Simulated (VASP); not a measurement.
A run of VASP 6.6.1 is set up as follows.

INCAR

```
  PREC = Accurate
  ENCUT = 520
  EDIFF = 1E-7
  ISMEAR = 0
  SIGMA = 0.1
  LREAL = False
  LASPH = True
  NELM = 150
  ALGO = Normal
  ISIF = 2
  LWAVE = False
  LCHARG = False
  ISPIN = 2
  MAGMOM = 0 0 0 0 0 0 0 0 0 0 0 0 1 0
  LORBIT = 11
  LDIPOL = True
  IDIPOL = 3
  DIPOL = 0.5 0.5 0.293
  GGA = PE
  NBANDS = 40
```

KPOINTS

```
Automatic mesh
0
Gamma
  5 5 1
```

File POSCAR:

```
Al12NO
1.0
    5.7143028096      0.0000000000      0.0000000000
    0.0000000000      5.7143028096      0.0000000000
    0.0000000000      0.0000000000     22.1750227966
Al N O
12 1 1
Direct
    0.2500000000      0.2500000000      0.1803831291
    0.2500000000      0.7500000000      0.1803831291
    0.7500000000      0.2500000000      0.1803831291
    0.7500000000      0.7500000000      0.1803831291
    0.0000000000      0.0000000000      0.2744094953
    0.0000000000      0.5000000000      0.2744094953
    0.5000000000      0.0000000000      0.2744094953
    0.5000000000      0.5000000000      0.2744094953
    0.2500000000      0.2500000000      0.3686590481
    0.2500000000      0.7500000000      0.3686590481
    0.7500000000      0.2500000000      0.3686590481
    0.7500000000      0.7500000000      0.3686590481
    0.2322508010      0.5000000000      0.4047356740
    0.7677491990      0.5000000000      0.4047356740
```

Potentials or basis: VASP PAW PBE potentials, release 64 (Al, N, O).

Launch:

```bash
$ cat potpaw_PBE.64/Al/POTCAR potpaw_PBE.64/N/POTCAR potpaw_PBE.64/O/POTCAR > POTCAR
$ mpirun -np 1 vasp_std > vasp.out
```

(1) Estimate the largest force.

(2) Estimate the net moment.

## Answers

(1) 4.347 eV/Å.

(2) 0.00 μB per cell.
